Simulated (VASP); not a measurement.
Al:

```
Al
1.0
     0.00000    2.78500    2.78500
     2.78500    0.00000    2.78500
     2.78500    2.78500    0.00000
Al
2
Direct
  0.00000 0.00000 0.00000
  0.25000 0.25000 0.25000
```

| Property | Result |
| --- | --- |
| Program | VASP 6.6.1 |
| Task | relaxation of cell and atoms |
| Functional | LDA |
| Potentials or basis | VASP PAW LDA potentials, release 64 (Al) |
| Cutoff | 500 eV |
| k mesh | 6 × 6 × 6 |
| Occupations | fermi-dirac, width 0.1 eV |
| Spin | no spin polarisation |

At the start: pressure 12.3 GPa; volume 21.60 Å³/atom.

Question: Where does the relaxation end?

Answer: Over 3 steps the energy falls by 154.6 meV/atom and the volume is 26.29 Å³/atom (+21.7 %); space group Fd-3m (No. 227, to 0.05 Å).

The path:
```tsv
step	energy change (eV)	largest force (eV/Å)	pressure (GPa)	volume (Å³)
1	0.0000	0.0000	12.32	43.20
2	-0.3020	0.0000	-1.29	54.44
3	-0.3093	0.0000	0.08	52.58
```

Final structure:
```
CELL_PARAMETERS angstrom
0.00000 2.97352 2.97352
2.97352 0.00000 2.97352
2.97352 2.97352 0.00000
ATOMIC_POSITIONS crystal
Al 0.00000 0.00000 0.00000
Al 0.25000 0.25000 0.25000
```

Caveat: the volume moved by over 15 % at a fixed basis, so the end points are rough.
